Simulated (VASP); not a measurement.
Input of a VASP 6.6.1 run:

Contents of POSCAR:

```
SrCl2
1.0
    0.0000000000      3.4883500000      3.4883500000
    3.4883500000      0.0000000000      3.4883500000
    3.4883500000      3.4883500000      0.0000000000
Sr Cl
1 2
Direct
    0.0000000000      0.0000000000      0.0000000000
    0.7500000000      0.7500000000      0.7500000000
    0.2500000000      0.2500000000      0.2500000000
```

INCAR.step1

```
SYSTEM = SrCl2
PREC     = Accurate       ! precision mode
ENCUT    = 400            ! plane-wave cutoff, eV
EDIFF    = 1E-5           ! SCF threshold, eV
ISMEAR   = -1             ! smearing method
SIGMA    = 0.05           ! smearing width, eV
LREAL    = .False.        ! projectors in reciprocal space
LASPH    = .True.         ! aspherical terms in the spheres
NELM     = 120            ! most SCF steps
ALGO     = Normal         ! electronic algorithm
ISIF     = 2              ! what is computed and relaxed
LWAVE    = .True.         ! write WAVECAR
GGA      = PE             ! functional
NBANDS   = 19             ! bands
GGA_COMPAT= .False.
```

The input INCAR.step2:

```
SYSTEM = SrCl2
PREC     = Accurate       ! precision mode
ENCUT    = 400            ! plane-wave cutoff, eV
EDIFF    = 1E-6           ! SCF threshold, eV
ISMEAR   = -1             ! smearing method
SIGMA    = 0.05           ! smearing width, eV
LREAL    = .False.        ! projectors in reciprocal space
LASPH    = .True.         ! aspherical terms in the spheres
NELM     = 120            ! most SCF steps
ALGO     = Normal         ! electronic algorithm
ISIF     = 2              ! what is computed and relaxed
LWAVE    = .False.        ! write WAVECAR
LCHARG   = .True.         ! write CHGCAR
GGA      = PE             ! functional
LHFCALC  = .True.         ! exact exchange
AEXX     = 0.1            ! exact-exchange fraction
HFSCREEN = 0.2            ! screening, 1/A
PRECFOCK = Normal       
LELF     = .True.         ! ELF
LVHAR    = .True.       
ISTART   = 1            
NBANDS   = 19             ! bands
GGA_COMPAT= .False.
```

Contents of KPOINTS:

```
regular mesh
0
Gamma
  4 4 4
  0 0 0
```

Potentials or basis: VASP PAW PBE potentials, release 64 (Sr_sv, Cl).

Launch:

```bash
$ cat potpaw_PBE.64/Sr_sv/POTCAR potpaw_PBE.64/Cl/POTCAR > POTCAR
$ cp INCAR.step1 INCAR
$ mpirun -np 1 vasp_std > vasp.out
$ cp INCAR.step2 INCAR
$ mpirun -np 1 vasp_std > vasp.out
```

Q: Predict the pressure.

A: 0.8 GPa.

Q: Predict the band gap on the k mesh.

A: 5.85 eV (least direct gap 6.03 eV).

Caveat: the PAW data sets were made with another functional, which shifts forces and pressure a little. A k mesh can miss the band edges.
